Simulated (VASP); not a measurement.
# ZnO (P6_3mc) in VASP: further runs, part 2 of 3

VASP 6.6.1. Earlier steps stand in the parts before.

### 4 Single point, r2SCAN

This run uses another cell than the first one, of 11.52 Å³/atom, 1.034 times its volume.

Input file POSCAR:

```
ZnO
1.0
    3.2088718480      0.0000000000      0.0000000000
   -1.6044359240      2.7789645379      0.0000000000
    0.0000000000      0.0000000000      5.1653742895
Zn O
2 2
Direct
    0.3333333333      0.6666666667      0.4995830244
    0.6666666667      0.3333333333     -0.0004169756
    0.6666666667      0.3333333333      0.3794269756
    0.3333333333      0.6666666667      0.8794269756
```

Input file INCAR.step1:

```
PREC     = Accurate       # precision mode
ENCUT    = 520            # plane-wave cutoff, eV
ISMEAR   = 0              # smearing method
SIGMA    = 0.01           # smearing width, eV
LREAL    = False          # projectors in reciprocal space
LASPH    = True           # aspherical terms in the spheres
NELM     = 80             # most SCF steps
NBANDS   = 26             # bands
GGA      = PE             # functional
ALGO     = Normal         # electronic algorithm
EDIFF    = 1E-4           # SCF threshold, eV
LWAVE    = True           # write WAVECAR
LCHARG   = False          # write CHGCAR
```

Input file INCAR.step2:

```
PREC     = Accurate       # precision mode
ENCUT    = 520            # plane-wave cutoff, eV
EDIFF    = 1E-6           # SCF threshold, eV
ISMEAR   = 0              # smearing method
SIGMA    = 0.01           # smearing width, eV
LREAL    = False          # projectors in reciprocal space
LASPH    = True           # aspherical terms in the spheres
NELM     = 80             # most SCF steps
ALGO     = Normal         # electronic algorithm
ISIF     = 2              # what is computed and relaxed
LWAVE    = False          # write WAVECAR
LCHARG   = False          # write CHGCAR
METAGGA  = R2SCAN         # meta-GGA
LMIXTAU  = True         
NBANDS   = 26             # bands
ISTART   = 1
```

Input file KPOINTS:

```
Automatic mesh
0
Gamma
  8 8 4
```

Potentials or basis: VASP PAW PBE potentials, release 64 (Zn, O).

Started as:

```bash
$ cat potpaw_PBE.64/Zn/POTCAR potpaw_PBE.64/O/POTCAR > POTCAR
$ cp INCAR.step1 INCAR
$ mpirun -np 1 vasp_std > vasp.out
$ cp INCAR.step2 INCAR
$ mpirun -np 1 vasp_std > vasp.out
```

OUTCAR:

```text
PREC = Accurate
   ENCUT = 520
   EDIFF = 1E-6
   ISMEAR = 0
   LREAL = False
   LASPH = True
   NELM = 80
   ISIF = 2
   METAGGA = R2SCAN
   ISTART = 1

 ion  position               nearest neighbor table
   1  0.333  0.667  0.500-   3 1.95   3 1.95   3 1.95   4 1.96
   2  0.667  0.333  1.000-   4 1.95   4 1.95   4 1.95   3 1.96
   3  0.667  0.333  0.379-   1 1.95   1 1.95   1 1.95   2 1.96
   4  0.333  0.667  0.879-   2 1.95   2 1.95   2 1.95   1 1.96

  LATTYP: Found a hexagonal cell.
 ALAT       =     3.2088718480
 C/A-ratio  =     1.6097166026

  Lattice vectors:

 A1 = (   3.2088718480,   0.0000000000,   0.0000000000)
 A2 = (  -1.6044359240,   2.7789645379,   0.0000000000)
 A3 = (   0.0000000000,   0.0000000000,   5.1653742895)

Analysis of symmetry for initial positions (statically):
=====================================================================
 Subroutine PRICEL returns:
 Original cell was already a primitive cell.

 Routine SETGRP: Setting up the symmetry group for a
 hexagonal supercell.

 Subroutine GETGRP returns: Found 12 space group operations
 (whereof  6 operations were pure point group operations)
 out of a pool of 24 trial point group operations.

The static configuration has the point symmetry C_3v.
 The point group associated with its full space group is C_6v.

Analysis of symmetry for dynamics (positions and initial velocities):
=====================================================================
 Subroutine PRICEL returns:
 Original cell was already a primitive cell.

 Routine SETGRP: Setting up the symmetry group for a
 hexagonal supercell.

 Subroutine GETGRP returns: Found 12 space group operations
 (whereof  6 operations were pure point group operations)
 out of a pool of 24 trial point group operations.

The dynamic configuration has the point symmetry C_3v.
 The point group associated with its full space group is C_6v.

 Subroutine INISYM returns: Found 12 space group operations
 (whereof  6 operations are pure point group operations),
 and found     1 'primitive' translations

----------------------------------------------------------------------------------------

                                     Primitive cell

  volume of cell :      46.0614

  direct lattice vectors                    reciprocal lattice vectors
     3.208871848  0.000000000  0.000000000     0.311636004  0.179923131  0.000000000
    -1.604435924  2.778964538  0.000000000     0.000000000  0.359846262  0.000000000
     0.000000000  0.000000000  5.165374289     0.000000000  0.000000000  0.193596813

  length of vectors
     3.208871848  3.208871848  5.165374289     0.359846262  0.359846262  0.193596813

  position of ions in fractional coordinates (direct lattice)
     0.333333333  0.666666667  0.499583024
     0.666666667  0.333333333  0.999583024
     0.666666667  0.333333333  0.379426976
     0.333333333  0.666666667  0.879426976

  ion indices of the primitive-cell ions
   primitive index   ion index
                 1           1
                 2           2
                 3           3
                 4           4

----------------------------------------------------------------------------------------

[... 21 lines left out ...]

 Found     30 irreducible k-points:

 Following reciprocal coordinates:
            Coordinates               Weight
  0.000000  0.000000  0.000000      1.000000
  0.125000  0.000000  0.000000      6.000000
  0.250000  0.000000  0.000000      6.000000
  0.375000  0.000000  0.000000      6.000000
  0.500000  0.000000  0.000000      3.000000
  0.125000  0.125000  0.000000      6.000000
[... 16 lines left out ...]
  0.250000  0.000000  0.500000      6.000000
  0.375000  0.000000  0.500000      6.000000
 [... further k-points ...]
   k-points           NKPTS =     30   k-points in BZ     NKDIM =     30   number of bands    NBANDS=     26
   number of dos      NEDOS =    301   number of ions     NIONS =      4
   total plane-waves  NPLWV =  23040
   dimension x,y,z NGX =    24 NGY =   24 NGZ =   40
   dimension x,y,z NGXF=    48 NGYF=   48 NGZF=   80
   ions per type =               2   2
   NGX,Y,Z   is equivalent  to a cutoff of  12.43, 12.43, 12.87 a.u.
   NGXF,Y,Z  is equivalent  to a cutoff of  24.87, 24.87, 25.75 a.u.
 SYSTEM =  unknown system
   PREC   = accura    normal or accurate (medium, high low for compatibility)
   ISTART =      1    job   : 0-new  1-cont  2-samecut
   ICHARG =      0    charge: 1-file 2-atom 10-const
   ISPIN  =      1    spin polarized calculation?
   LNONCOLLINEAR =      F non collinear calculations
   LSORBIT =      F    spin-orbit coupling
   LASPH  =      T    aspherical Exc in radial PAW
   ENCUT  =  520.0 eV  38.22 Ry    6.18 a.u.   5.97  5.97  9.60*2*pi/ulx,y,z
   NELM   =     80;   NELMIN=  2; NELMDL=  0     # of ELM steps
   EDIFF  = 0.1E-05   stopping-criterion for ELM
   LREAL  =      F    real-space projection
   EDIFFG = 0.1E-04   stopping-criterion for IOM
   NSW    =      0    number of steps for IOM
   IBRION =     -1    ionic relax: 0-MD 1-quasi-New 2-CG
   NFREE  =      0    steps in history (QN), initial steepest desc. (CG)
   ISIF   =      2    stress and relaxation
   ISYM   =      2    0-nonsym 1-usesym 2-fastsym
   POTIM  = 0.5000    time-step for ionic-motion
   TEBEG  =    0.0;   TEEND  =   0.0 temperature during run
   PSTRESS=    0.0 pullay stress
   NELECT =      36.0000    total number of electrons
   NUPDOWN=      -1.0000    fix difference up-down
   EMIN   =  10.00;   EMAX   =-10.00  energy-range for DOS
   EFERMI =   0.00;   METHOD = LEGACY
   ISMEAR =     0;   SIGMA  =   0.01  broadening in eV -4-tet -1-fermi 0-gaus
   EFERMI_NEDOS =   21; number of points for ismear=-14 and -15
   IALGO  =     38    algorithm
   IMIX   =      4    mixing-type and parameters
     AMIX     =   0.40;   BMIX     =  1.00
     AMIX_MAG =   1.60;   BMIX_MAG =  1.00
  volume/ion in A,a.u.               =      11.52        77.71
  Fermi-wavevector in a.u.,A,eV,Ry     =   1.507984  2.849676 30.939844  2.274014
  Thomas-Fermi vector in A             =   2.618498
   LORBIT       =      0    0 simple, 1 ext, 2 COOP (PROOUT), +10 PAW based schemes
   METAGGA = R2SCAN    functional components
   LHFCALC =     F    Hartree Fock is set to
   AEXX    =    0.0000 exact exchange contribution
   IVDW    =     0    specifies the selected vdW correction
   LEPSILON=     F    determine dielectric tensor
   LRPA    =     F    only Hartree local field effects (RPA)
 non-spin polarized calculation
 Gauss-broadening in eV      SIGMA  =   0.01
  energy-cutoff  :      520.00
  volume of cell :       46.06
 maximum number of plane-waves:      1258
 NGX is ok and might be reduce to    24
   NGX = 11   NGY = 11   NGZ = 19

 number of electron      36.0000002 magnetization

 Free energy of the ion-electron system (eV)
  ---------------------------------------------------
  ext. energy  EPLUGINS =         0.00000000
  ---------------------------------------------------
  free energy    TOTEN  =       -36.29452626 eV

  energy without entropy =      -36.29452626  energy(sigma->0) =      -36.29452626

 E-fermi :   1.2420     XC(G=0): -11.8545

 val. band max:        1.1568130601   @ k =   0.0000   0.0000   0.0000
 cond. band min:       2.4308369858   @ k =   0.0000   0.0000   0.0000
 fundamental gap:      1.2740239258
 Fermi energy:         1.2420289154

 k-point     1 :       0.0000    0.0000    0.0000
  band No.  band energies     occupation
      1     -18.2042      2.00000
      2     -17.4690      2.00000
      3      -4.8364      2.00000
      4      -4.8364      2.00000
      5      -4.8043      2.00000
      6      -4.7720      2.00000
[... 685 lines left out ...]
     25      15.8982      0.00000
     26      15.8982      0.00000

 [... further k-points ...]

------------------------ aborting loop because EDIFF is reached ----------------------------------------

  FORCE on cell =-STRESS in cart. coord.  units (eV):
  Direction    XX          YY          ZZ          XY          YZ          ZX
  --------------------------------------------------------------------------------------
  -------------------------------------------------------------------------------------
  Total        1.4666367      1.4666367      1.5176048      0.0000000      0.0000000      0.0000000
  in kB       51.0147712     51.0147712     52.7876238      0.0000000      0.0000000      0.0000000
  external PRESSURE =      51.6057220 kB  Pullay stress =       0.0000000 kB

 VOLUME and BASIS-vectors are now :
 -----------------------------------------------------------------------------
  energy-cutoff  :      520.00
  volume of cell :       46.06
      direct lattice vectors                 reciprocal lattice vectors
     3.208871848  0.000000000  0.000000000     0.311636004  0.179923131  0.000000000
    -1.604435924  2.778964538  0.000000000     0.000000000  0.359846262  0.000000000
     0.000000000  0.000000000  5.165374289     0.000000000  0.000000000  0.193596813

 POSITION                                       TOTAL-FORCE (eV/Angst)
 -----------------------------------------------------------------------------------
     -0.00000      1.85264      2.58053        -0.000000      0.000000      0.001122
      1.60444      0.92632      5.16322         0.000000      0.000000      0.001122
      1.60444      0.92632      1.95988         0.000000      0.000000     -0.001122
     -0.00000      1.85264      4.54257         0.000000      0.000000     -0.001122
 -----------------------------------------------------------------------------------
    total drift:                                0.000001      0.000002     -0.037753

  FREE ENERGIE OF THE ION-ELECTRON SYSTEM (eV)
  ---------------------------------------------------
  free  energy   TOTEN  =       -36.2945262552 eV

  energy  without entropy=      -36.2945262552  energy(sigma->0) =      -36.29452626
```

Run time: 80 s. Hardware: 1 thread of Intel Xeon Platinum 8559C (Emerald Rapids), shared host; peak memory 0.17 GiB.

Results:

```yaml
Free_energy: -36.2945 eV
Pressure: 5.2 GPa
Band_gap_on_the_k_mesh: 1.27 eV, direct
```

Caveat: the PAW data sets were made with another functional, which shifts forces and pressure a little.

### 5 Single point, r2SCAN

This run uses another cell than the first one, of 11.52 Å³/atom, 1.034 times its volume.

POSCAR is that of step 4.

Input file INCAR.step1:

```
SYSTEM = ZnO
  ALGO = Normal
  EDIFF = 1E-4
  ENCUT = 520
  GGA = PE
  ISMEAR = 0
  LASPH = .True.
  LCHARG = .False.
  LREAL = .False.
  LWAVE = .True.
  NBANDS = 26
  NELM = 100
  PREC = Accurate
  SIGMA = 0.01
```

Input file INCAR.step2:

```
SYSTEM = ZnO
  ALGO = Normal
  EDIFF = 1E-6
  ENCUT = 520
  ISIF = 2
  ISMEAR = 0
  ISTART = 1
  LASPH = .True.
  LCHARG = .False.
  LMIXTAU = .True.
  LREAL = .False.
  LWAVE = .False.
  METAGGA = R2SCAN
  NBANDS = 26
  NELM = 100
  PREC = Accurate
  SIGMA = 0.01
```

Input file KPOINTS:

```
k-points
0
Gamma
  8 8 4
  0 0 0
```

Started as:

```bash
$ cat potpaw_PBE.64/Zn/POTCAR potpaw_PBE.64/O/POTCAR > POTCAR
$ cp INCAR.step1 INCAR
$ mpirun -np 1 vasp_std > vasp.out
$ cp INCAR.step2 INCAR
$ mpirun -np 1 vasp_std > vasp.out
```

Wall time 73 s (1 thread of Intel Xeon Platinum 8559C (Emerald Rapids), shared host); peak memory 0.18 GiB.

Results (log left out):

| Property | Result |
| --- | --- |
| Free energy | -36.2945 eV |
| Pressure | 5.2 GPa |
| Band gap on the k mesh | 1.27 eV, direct |

Stress tensor (GPa, compression positive):
```
5.10 0.00 0.00
0.00 5.10 0.00
0.00 0.00 5.28
```

Levels at points of the mesh, in eV from the valence-band top:
```tsv
k point	band 16	band 17	band 18	band 19	band 20	band 21
(0.00, 0.00, 0.00)	-0.10	0.00	0.00	1.27	5.97	8.93
(0.50, 0.00, 0.00)	-2.42	-1.35	-0.91	6.55	7.40	8.12
(0.00, 0.00, 0.50)	-0.42	-0.42	-0.42	4.00	4.00	10.94
(0.50, 0.00, 0.50)	-1.61	-1.46	-1.46	6.29	6.29	9.34
```

Caveat: the PAW data sets were made with another functional, which shifts forces and pressure a little. r2SCAN opens gaps a little over a GGA but as a rule still falls short of measured ones.

[end of part 2 of 3]
